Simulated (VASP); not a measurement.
Set up this calculation in VASP 6.6.1, as the native input.

```
Task                   : single point
Functional             : PBE
Dispersion             : D3(BJ)
Potentials or basis    : VASP PAW PBE potentials, release 64 (Ba_sv, Sb, Mg, F)
Cutoff                 : 520 eV
k mesh                 : 6 × 6 × 4
Occupations            : gaussian, width 0.02 eV
Spin                   : no spin polarisation
Dipole correction      : no
Further INCAR settings : ALGO = Normal; EDIFF = 1e-06; NBANDS = 34
```

The structure of BaMgSbF lies in POSCAR:

```
BaMgSbF
1.0
    4.5625600960      0.0000000000      0.0000000000
    0.0000000000      4.5625600960      0.0000000000
    0.0000000000      0.0000000000      9.7647903837
Ba Sb Mg F
2 2 2 2
Direct
    0.5000000000      0.0000000000      0.1423072035
    0.0000000000      0.5000000000      0.8576927965
    0.5000000000      0.0000000000      0.6780020232
    0.0000000000      0.5000000000      0.3219979768
    0.5000000000      0.5000000000      0.5000000000
    0.0000000000      0.0000000000      0.5000000000
    0.5000000000      0.5000000000      0.0000000000
    0.0000000000      0.0000000000      0.0000000000
```

The input as run:

INCAR

```
ALGO = Normal
EDIFF = 1E-6
ENCUT = 520
GGA = PE
ISIF = 2
ISMEAR = 0
IVDW = 12
LASPH = True
LCHARG = False
LREAL = False
LWAVE = False
NBANDS = 34
NELM = 80
PREC = Accurate
SIGMA = 0.02
```

KPOINTS

```
k-points
0
Gamma
  6 6 4
```

Potentials or basis: VASP PAW PBE potentials, release 64 (Ba_sv, Sb, Mg, F).

The run is started by

```console
$ cat potpaw_PBE.64/Ba_sv/POTCAR potpaw_PBE.64/Sb/POTCAR potpaw_PBE.64/Mg/POTCAR potpaw_PBE.64/F/POTCAR > POTCAR
$ mpirun -np 1 vasp_std > vasp.out
```

It gave:

```yaml
Pressure: 0.5 GPa
Largest_force: 0.111 eV/Å
Band_gap_on_the_k_mesh: 1.20 eV, direct
Dispersion_energy_per_atom: -0.276 eV
```

Caveat: spin-orbit coupling is left out, which moves the levels of the heavy elements.

It took 4.4 min on 1 thread of Intel(R) Xeon(R) Platinum 8259CL CPU @ 2.50GHz (Skylake/Cascade Lake), with other jobs on the host, peak memory 0.46 GiB.
